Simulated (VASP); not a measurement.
Crystal: K3RuW.

```xyz
5
Lattice="5.4754 0.0000 0.0000 0.0000 5.4754 0.0000 0.0000 0.0000 5.4754" Properties=species:S:1:pos:R:3 pbc="T T T"
K     0.0000    2.7377    2.7377
K     2.7377    0.0000    2.7377
K     2.7377    2.7377    0.0000
Ru    0.0000    0.0000    0.0000
W     2.7377    2.7377    2.7377
```

The cell was generated, and may not be a known phase.

| Item | Value |
| --- | --- |
| Program | VASP 6.6.1 |
| Task | relaxation of cell and atoms |
| Functional | PBE |
| Potentials or basis | VASP PAW PBE potentials, release 64 (K_sv, Ru_pv, W_sv) |
| Cutoff | 500 eV |
| k mesh | 3 × 3 × 3 |
| Occupations | gaussian, width 0.2 eV |
| Spin | no spin polarisation |

At the start: pressure 3.9 GPa; volume 32.83 Å³/atom.

Task: How do energy, volume and symmetry change on relaxing?

Result: Over 3 steps the energy falls by 141.0 meV/atom and the volume is 46.13 Å³/atom (+40.5 %); space group Pm-3m (No. 221, to 0.1 Å) before and after.

The path:
```csv
step,energy change (eV),largest force (eV/Å),pressure (GPa),volume (Å³)
1,0.0000,0.0000,3.93,164.16
2,-0.3906,0.0000,2.37,184.05
3,-0.7051,0.0000,0.12,230.65
```

Final structure:
```
K Ru W
1.0
     6.13271    0.00000    0.00000
     0.00000    6.13271    0.00000
     0.00000    0.00000    6.13271
K Ru W
3 1 1
Direct
  0.00000 0.50000 0.50000
  0.50000 0.00000 0.50000
  0.50000 0.50000 0.00000
  0.00000 0.00000 0.00000
  0.50000 0.50000 0.50000
```

Caveat: the k points lie up to 0.34 Å⁻¹ apart in the final cell, too coarse for converged energies and pressures of a metal; the volume moved by over 15 % at a fixed basis, so the end points are rough.
